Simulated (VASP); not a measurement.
# BN (P6_3mc) in VASP: single point with PBE

Aim: the single point of BN with PBE.

All numbers are computed with VASP 6.6.1; they aren't measurements. Logs are shortened: lines on timing, memory, paths and dates and some standing lists are left out, and cuts for length are marked.

### 1 The cell of the first run

It takes space group P6_3mc (No. 186, hexagonal). The conventional cell has a = 2.501 Å, b = 2.501 Å, c = 4.136 Å, α = 90.00°, β = 90.00°, γ = 120.00°. Within 2.0 Å of B (site symmetry 3m) lie 4 N at 1.53 to 1.55 Å. N (site symmetry 3m) has 4 B at 1.53 to 1.55 Å within 2.0 Å.

### 2 Single point, PBE (volume changed by -5%)

Contents of INCAR:

```
PREC = Accurate ; ENCUT = 520
EDIFF = 1E-6 ; ISMEAR = 0
SIGMA = 0.01 ; LREAL = False
LASPH = True ; NELM = 60
ALGO = Normal ; ISIF = 2
LWAVE = False ; LCHARG = True
GGA = PE ; LELF = True
LVHAR = True ; NBANDS = 16
```

Contents of KPOINTS:

```
Automatic mesh
0
Gamma
  9 9 4
```

Contents of POSCAR:

```
BN
1.0
    2.5008238716      0.0000000000      0.0000000000
   -1.2504119358      2.1657770032      0.0000000000
    0.0000000000      0.0000000000      4.1364826570
B N
2 2
Direct
    0.3333333333      0.6666666667      0.0002034650
    0.6666666667      0.3333333333      0.5002034650
    0.3333333333      0.6666666667      0.3747965350
    0.6666666667      0.3333333333      0.8747965350
```

Potentials or basis: VASP PAW PBE potentials, release 64 (B, N).

Run with:

```bash
> cat potpaw_PBE.64/B/POTCAR potpaw_PBE.64/N/POTCAR > POTCAR
> mpirun -np 1 vasp_std > vasp.out
```

OUTCAR:

```text
PREC = Accurate
   ENCUT = 520
   EDIFF = 1E-6
   ISMEAR = 0
   LREAL = False
   LASPH = True
   NELM = 60
   ISIF = 2
   GGA = PE

 ion  position               nearest neighbor table
   1  0.333  0.667  0.000-   4 1.53   4 1.53   4 1.53   3 1.55
   2  0.667  0.333  0.500-   3 1.53   3 1.53   3 1.53   4 1.55
   3  0.333  0.667  0.375-   2 1.53   2 1.53   2 1.53   1 1.55
   4  0.667  0.333  0.875-   1 1.53   1 1.53   1 1.53   2 1.55

  LATTYP: Found a hexagonal cell.
 ALAT       =     2.5008238716
 C/A-ratio  =     1.6540479735

  Lattice vectors:

 A1 = (   2.5008238716,   0.0000000000,   0.0000000000)
 A2 = (  -1.2504119358,   2.1657770032,   0.0000000000)
 A3 = (   0.0000000000,   0.0000000000,   4.1364826570)

Analysis of symmetry for initial positions (statically):
=====================================================================
 Subroutine PRICEL returns:
 Original cell was already a primitive cell.

 Routine SETGRP: Setting up the symmetry group for a
 hexagonal supercell.

 Subroutine GETGRP returns: Found 12 space group operations
 (whereof  6 operations were pure point group operations)
 out of a pool of 24 trial point group operations.

The static configuration has the point symmetry C_3v.
 The point group associated with its full space group is C_6v.

Analysis of symmetry for dynamics (positions and initial velocities):
=====================================================================
 Subroutine PRICEL returns:
 Original cell was already a primitive cell.

 Routine SETGRP: Setting up the symmetry group for a
 hexagonal supercell.

 Subroutine GETGRP returns: Found 12 space group operations
 (whereof  6 operations were pure point group operations)
 out of a pool of 24 trial point group operations.

The dynamic configuration has the point symmetry C_3v.
 The point group associated with its full space group is C_6v.

 Subroutine INISYM returns: Found 12 space group operations
 (whereof  6 operations are pure point group operations),
 and found     1 'primitive' translations

----------------------------------------------------------------------------------------

                                     Primitive cell

  volume of cell :      22.4041

  direct lattice vectors                    reciprocal lattice vectors
     2.500823872  0.000000000  0.000000000     0.399868224  0.230864027  0.000000000
    -1.250411936  2.165777003  0.000000000     0.000000000  0.461728053  0.000000000
     0.000000000  0.000000000  4.136482657     0.000000000  0.000000000  0.241751286

  length of vectors
     2.500823872  2.500823872  4.136482657     0.461728053  0.461728053  0.241751286

  position of ions in fractional coordinates (direct lattice)
     0.333333333  0.666666667  0.000203465
     0.666666667  0.333333333  0.500203465
     0.333333333  0.666666667  0.374796535
     0.666666667  0.333333333  0.874796535

  ion indices of the primitive-cell ions
   primitive index   ion index
                 1           1
                 2           2
                 3           3
                 4           4

----------------------------------------------------------------------------------------

 KPOINTS: Automatic mesh

Automatic generation of k-mesh.
 Grid dimensions read from file:
 generate k-points for:    9    9    4

 Generating k-lattice:

  Cartesian coordinates                     Fractional coordinates (reciprocal lattice)
     0.044429803  0.025651559  0.000000000     0.111111111  0.000000000  0.000000000
     0.000000000  0.051303117  0.000000000     0.000000000  0.111111111  0.000000000
     0.000000000  0.000000000  0.060437821     0.000000000  0.000000000  0.250000000

  Length of vectors
     0.051303117  0.051303117  0.060437821

  Shift w.r.t. Gamma in fractional coordinates (k-lattice)
     0.000000000  0.000000000  0.000000000

 Subroutine IBZKPT returns following result:
 ===========================================

 Found     36 irreducible k-points:

 Following reciprocal coordinates:
            Coordinates               Weight
  0.000000  0.000000  0.000000      1.000000
  0.111111  0.000000  0.000000      6.000000
  0.222222  0.000000  0.000000      6.000000
  0.333333  0.000000  0.000000      6.000000
  0.444444  0.000000  0.000000      6.000000
  0.111111  0.111111  0.000000      6.000000
[... 16 lines left out ...]
  0.333333  0.222222  0.250000     24.000000
  0.333333  0.333333  0.250000      4.000000
 [... further k-points ...]
   k-points           NKPTS =     36   k-points in BZ     NKDIM =     36   number of bands    NBANDS=     16
   number of dos      NEDOS =    301   number of ions     NIONS =      4
   total plane-waves  NPLWV =  12800
   dimension x,y,z NGX =    20 NGY =   20 NGZ =   32
   dimension x,y,z NGXF=    40 NGYF=   40 NGZF=   64
   ions per type =               2   2
   NGX,Y,Z   is equivalent  to a cutoff of  13.30, 13.30, 12.86 a.u.
   NGXF,Y,Z  is equivalent  to a cutoff of  26.59, 26.59, 25.72 a.u.
 SYSTEM =  unknown system
   PREC   = accura    normal or accurate (medium, high low for compatibility)
   ISTART =      0    job   : 0-new  1-cont  2-samecut
   ICHARG =      2    charge: 1-file 2-atom 10-const
   ISPIN  =      1    spin polarized calculation?
   LNONCOLLINEAR =      F non collinear calculations
   LSORBIT =      F    spin-orbit coupling
   LASPH  =      T    aspherical Exc in radial PAW
   ENCUT  =  520.0 eV  38.22 Ry    6.18 a.u.   4.65  4.65  7.69*2*pi/ulx,y,z
   NELM   =     60;   NELMIN=  2; NELMDL= -5     # of ELM steps
   EDIFF  = 0.1E-05   stopping-criterion for ELM
   LREAL  =      F    real-space projection
   EDIFFG = 0.1E-04   stopping-criterion for IOM
   NSW    =      0    number of steps for IOM
   IBRION =     -1    ionic relax: 0-MD 1-quasi-New 2-CG
   NFREE  =      0    steps in history (QN), initial steepest desc. (CG)
   ISIF   =      2    stress and relaxation
   ISYM   =      2    0-nonsym 1-usesym 2-fastsym
   POTIM  = 0.5000    time-step for ionic-motion
   TEBEG  =    0.0;   TEEND  =   0.0 temperature during run
   PSTRESS=    0.0 pullay stress
   NELECT =      16.0000    total number of electrons
   NUPDOWN=      -1.0000    fix difference up-down
   EMIN   =  10.00;   EMAX   =-10.00  energy-range for DOS
   EFERMI =   0.00;   METHOD = LEGACY
   ISMEAR =     0;   SIGMA  =   0.01  broadening in eV -4-tet -1-fermi 0-gaus
   EFERMI_NEDOS =   21; number of points for ismear=-14 and -15
   IALGO  =     38    algorithm
   IMIX   =      4    mixing-type and parameters
     AMIX     =   0.40;   BMIX     =  1.00
     AMIX_MAG =   1.60;   BMIX_MAG =  1.00
  volume/ion in A,a.u.               =       5.60        37.80
  Fermi-wavevector in a.u.,A,eV,Ry     =   1.463318  2.765271 29.134162  2.141300
  Thomas-Fermi vector in A             =   2.579427
   LORBIT       =      0    0 simple, 1 ext, 2 COOP (PROOUT), +10 PAW based schemes
   GGA     = PE    functional components
   LHFCALC =     F    Hartree Fock is set to
   AEXX    =    0.0000 exact exchange contribution
   IVDW    =     0    specifies the selected vdW correction
   LEPSILON=     F    determine dielectric tensor
   LRPA    =     F    only Hartree local field effects (RPA)
 non-spin polarized calculation
 Gauss-broadening in eV      SIGMA  =   0.01
  energy-cutoff  :      520.00
  volume of cell :       22.40
 maximum number of plane-waves:       618
 NGX is ok and might be reduce to    20
   NGX =  9   NGY =  9   NGZ = 15

 number of electron      15.9999998 magnetization

 Free energy of the ion-electron system (eV)
  ---------------------------------------------------
  ext. energy  EPLUGINS =         0.00000000
  ---------------------------------------------------
  free energy    TOTEN  =       -34.71123889 eV

  energy without entropy =      -34.71123889  energy(sigma->0) =      -34.71123889

 E-fermi :   8.2927     XC(G=0): -13.0769

 val. band max:        8.2404149539   @ k =   0.0000   0.0000   0.0000
 cond. band min:      13.3424459694   @ k =   0.3333   0.3333   0.0000
 fundamental gap:      5.1020310155
 Fermi energy:         8.2926645919

 k-point     1 :       0.0000    0.0000    0.0000
  band No.  band energies     occupation
      1     -12.7960      2.00000
      2      -8.3875      2.00000
      3      -3.1969      2.00000
      4       5.9985      2.00000
      5       5.9985      2.00000
      6       7.9532      2.00000
[... 8 lines left out ...]
     15      20.5516      0.00000
     16      25.1549      0.00000

 k-point     2 :       0.1111    0.0000    0.0000
  band No.  band energies     occupation
      1     -12.5161      2.00000
      2      -8.1716      2.00000
      3      -2.9213      2.00000
      4       4.7838      2.00000
      5       5.4907      2.00000
      6       7.2396      2.00000
[... 8 lines left out ...]
     15      21.3646      0.00000
     16      24.6762      0.00000

 k-point     3 :       0.2222    0.0000    0.0000
  band No.  band energies     occupation
      1     -11.6917      2.00000
      2      -7.5813      2.00000
      3      -2.1143      2.00000
      4       2.1903      2.00000
      5       4.4656      2.00000
      6       4.9964      2.00000
[... 8 lines left out ...]
     15      23.2887      0.00000
     16      24.0203      0.00000

 k-point     4 :       0.3333    0.0000    0.0000
  band No.  band energies     occupation
      1     -10.3882      2.00000
      2      -6.8959      2.00000
      3      -0.9023      2.00000
      4      -0.2932      2.00000
      5       2.5290      2.00000
      6       3.5528      2.00000
[... 8 lines left out ...]
     15      24.8574      0.00000
     16      25.3695      0.00000

 k-point     5 :       0.4444    0.0000    0.0000
  band No.  band energies     occupation
      1      -8.8622      2.00000
      2      -6.9262      2.00000
      3      -1.5819      2.00000
      4       0.3260      2.00000
      5       0.8401      2.00000
      6       3.0450      2.00000
[... 8 lines left out ...]
     15      25.2022      0.00000
     16      26.7021      0.00000

 k-point     6 :       0.1111    0.1111    0.0000
  band No.  band energies     occupation
      1     -11.9636      2.00000
      2      -7.7661      2.00000
      3      -2.3789      2.00000
      4       3.2274      2.00000
      5       4.1966      2.00000
      6       6.0341      2.00000
[... 8 lines left out ...]
     15      23.1601      0.00000
     16      24.1778      0.00000

 k-point     7 :       0.2222    0.1111    0.0000
  band No.  band energies     occupation
      1     -10.8949      2.00000
      2      -7.0963      2.00000
      3      -1.3401      2.00000
      4       0.9209      2.00000
      5       2.6307      2.00000
      6       4.1921      2.00000
[... 8 lines left out ...]
     15      24.0809      0.00000
     16      24.9381      0.00000

 k-point     8 :       0.3333    0.1111    0.0000
  band No.  band energies     occupation
      1      -9.4353      2.00000
      2      -6.6762      2.00000
      3      -1.0452      2.00000
      4       0.0758      2.00000
      5       1.2727      2.00000
      6       2.6324      2.00000
[... 8 lines left out ...]
     15      24.8030      0.00000
     16      25.5168      0.00000

 k-point     9 :       0.4444    0.1111    0.0000
  band No.  band energies     occupation
      1      -8.2893      2.00000
      2      -7.0519      2.00000
      3      -1.5201      2.00000
      4       0.2820      2.00000
      5       1.1881      2.00000
      6       2.1660      2.00000
[... 8 lines left out ...]
     15      25.0792      0.00000
     16      26.6042      0.00000
[... 172 lines left out ...]
 k-point    19 :       0.2222    0.1111    0.2500
  band No.  band energies     occupation
      1     -10.5338      2.00000
      2      -8.0248      2.00000
      3      -0.3020      2.00000
      4       1.6413      2.00000
      5       2.4869      2.00000
      6       3.7226      2.00000
[... 8 lines left out ...]
     15      23.6994      0.00000
     16      24.7162      0.00000

 k-point    20 :       0.3333    0.1111    0.2500
  band No.  band energies     occupation
      1      -9.1217      2.00000
      2      -7.1950      2.00000
      3      -1.4883      2.00000
      4       0.3079      2.00000
      5       1.8382      2.00000
      6       2.8540      2.00000
[... 8 lines left out ...]
     15      24.8135      0.00000
     16      25.7393      0.00000

 k-point    21 :       0.4444    0.1111    0.2500
  band No.  band energies     occupation
      1      -8.0658      2.00000
      2      -7.1384      2.00000
      3      -2.1067      2.00000
      4      -0.8204      2.00000
      5       2.0188      2.00000
      6       3.0732      2.00000
[... 8 lines left out ...]
     15      25.1550      0.00000
     16      26.4436      0.00000

 k-point    22 :       0.2222    0.2222    0.2500
  band No.  band energies     occupation
      1      -9.3240      2.00000
      2      -7.2301      2.00000
      3      -0.6448      2.00000
      4       0.4866      2.00000
      5       1.9690      2.00000
      6       2.1923      2.00000
[... 8 lines left out ...]
     15      24.0987      0.00000
     16      24.9873      0.00000

 k-point    23 :       0.3333    0.2222    0.2500
  band No.  band energies     occupation
      1      -7.9835      2.00000
      2      -6.8713      2.00000
      3      -1.4191      2.00000
      4      -0.3830      2.00000
      5       0.7336      2.00000
      6       2.6005      2.00000
[... 8 lines left out ...]
     15      24.7004      0.00000
     16      25.6855      0.00000

 k-point    24 :       0.3333    0.3333    0.2500
  band No.  band energies     occupation
      1      -7.0923      2.00000
      2      -7.0923      2.00000
      3      -1.1131      2.00000
      4      -0.2953      2.00000
      5      -0.2953      2.00000
      6       1.6033      2.00000
[... 8 lines left out ...]
     15      25.4824      0.00000
     16      25.4824      0.00000

 [... further k-points ...]
[... 5 lines left out ...]
  --------------------------------------------------------------------------------------
  -------------------------------------------------------------------------------------
  Total        3.7706175      3.7706175      3.7847669      0.0000000      0.0000000      0.0000000
  in kB      269.6466346    269.6466346    270.6584984      0.0000000      0.0000000      0.0000000
  external PRESSURE =     269.9839226 kB  Pullay stress =       0.0000000 kB

 VOLUME and BASIS-vectors are now :
 -----------------------------------------------------------------------------
  energy-cutoff  :      520.00
  volume of cell :       22.40
      direct lattice vectors                 reciprocal lattice vectors
     2.500823872  0.000000000  0.000000000     0.399868224  0.230864027  0.000000000
    -1.250411936  2.165777003  0.000000000     0.000000000  0.461728053  0.000000000
     0.000000000  0.000000000  4.136482657     0.000000000  0.000000000  0.241751286

 POSITION                                       TOTAL-FORCE (eV/Angst)
 -----------------------------------------------------------------------------------
     -0.00000      1.44385      0.00084         0.000000      0.000000      0.050002
      1.25041      0.72193      2.06908        -0.000000      0.000000      0.050002
     -0.00000      1.44385      1.55034        -0.000000      0.000000     -0.050002
      1.25041      0.72193      3.61858        -0.000000     -0.000000     -0.050002
 -----------------------------------------------------------------------------------
    total drift:                                0.000000      0.000000     -0.000432

  FREE ENERGIE OF THE ION-ELECTRON SYSTEM (eV)
  ---------------------------------------------------
  free  energy   TOTEN  =       -34.7112388858 eV

  energy  without entropy=      -34.7112388858  energy(sigma->0) =      -34.71123889
```

It took 21 s on 1 thread of Intel Xeon 8259CL, shared host; peak memory 0.1 GiB.

What came out:

```yaml
Free_energy: -34.7112 eV
Pressure: 27.0 GPa
Largest_force: 0.050 eV/Å
Band_gap_on_the_k_mesh: 5.10 eV, indirect (least direct gap 8.54 eV)
```

Forces in eV/Å, atoms in the order of the input:
```
B    0.000  0.000  0.050
B    0.000  0.000  0.050
N    0.000  0.000 -0.050
N    0.000  0.000 -0.050
```

 A k mesh can miss the band edges.
